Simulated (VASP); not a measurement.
Cd4H: relaxation of cell and atoms with PBE

The system is Cd4H.

```
CELL_PARAMETERS angstrom
-3.01491 3.01491 3.01491
3.01491 -3.01491 3.01491
3.01491 3.01491 -3.01491
ATOMIC_POSITIONS crystal
Cd 0.00000 0.58522 0.00000
Cd 0.41478 0.41478 0.41478
Cd 0.00000 0.00000 0.58522
Cd 0.58522 0.00000 0.00000
H 0.00000 0.00000 0.00000
```

The cell was generated, and may not be a known phase.

```yaml
Program: VASP 6.6.1
Task: relaxation of cell and atoms
Functional: PBE
Potentials_or_basis: VASP PAW PBE potentials, release 64 (Cd, H)
Cutoff: 600 eV
k_mesh: 10 × 10 × 10
Occupations: gaussian, width 0.1 eV
Spin: no spin polarisation
Dipole_correction: no
Further_INCAR_settings: ALGO = Normal; EDIFF = 1e-06; IBRION = 2; EDIFFG = -0.01; NSW = 100; ISIF = 3
```

The relaxed volume is 21.95 Å³/atom. The relaxed cell is a = 5.224 Å, b = 5.224 Å, c = 5.224 Å, α = 109.47°, β = 109.47°, γ = 109.47° and the space group after relaxing (to 0.1 Å) is I-43m (No. 217). The energy gained by relaxing is 0.8 meV/atom. The ionic steps are 7, the pressure after relaxing is 0.0 GPa and the largest force after relaxing is 0.008 eV/Å. The band gap on the k mesh is zero (an odd number of electrons rules out a gap without spin polarisation).

Forces in eV/Å, atoms in the order of the input:
```
Cd   0.005 -0.005  0.005
Cd  -0.005 -0.005 -0.005
Cd   0.005  0.005 -0.005
Cd  -0.005  0.005  0.005
H    0.000  0.000  0.000
```

The path:
| step | energy change (eV) | largest force (eV/Å) | pressure (GPa) | volume (Å³) |
| --- | --- | --- | --- | --- |
| 1 | 0.0000 | 0.0699 | -0.11 | 109.62 |
| 2 | -0.0010 | 0.0604 | -0.03 | 109.39 |
| 3 | -0.0025 | 0.0319 | 0.20 | 108.70 |
| 4 | -0.0034 | 0.0216 | 0.09 | 109.15 |
| 5 | -0.0039 | 0.0128 | 0.00 | 109.54 |
| 6 | -0.0036 | 0.0048 | -0.17 | 110.31 |
| 7 | -0.0039 | 0.0082 | -0.05 | 109.76 |

Final structure:
```cif
data_structure
_symmetry_space_group_name_H-M 'P 1'
_symmetry_Int_Tables_number 1
_cell_length_a 5.2243
_cell_length_b 5.2243
_cell_length_c 5.2243
_cell_angle_alpha 109.471
_cell_angle_beta 109.471
_cell_angle_gamma 109.471
_cell_volume 109.76
loop_
_atom_site_label
_atom_site_type_symbol
_atom_site_fract_x
_atom_site_fract_y
_atom_site_fract_z
_atom_site_occupancy
Cd1 Cd 0.00000 0.59002 0.00000 1
Cd2 Cd 0.40998 0.40998 0.40998 1
Cd3 Cd 0.00000 0.00000 0.59002 1
Cd4 Cd 0.59002 0.00000 0.00000 1
H1 H 0.00000 0.00000 0.00000 1
```

Levels at points of the mesh, in eV from the Fermi level:
| k point | band 22 | band 23 | band 24 | band 25 | band 26 | band 27 |
| --- | --- | --- | --- | --- | --- | --- |
| (0.00, 0.00, 0.00) | -1.16 | 0.72 | 0.72 | 0.72 | 1.38 | 1.38 |
| (0.50, 0.00, 0.00) | -4.94 | -1.64 | -1.08 | -0.80 | 0.40 | 2.70 |
| (0.50, 0.50, 0.50) | -2.90 | -2.90 | -2.90 | -1.73 | -1.73 | 4.75 |

Wall time 6.7 min on 1 thread of AMD EPYC 9R45 96-Core Processor (Zen 5) (shared host), peak memory 0.33 GiB.
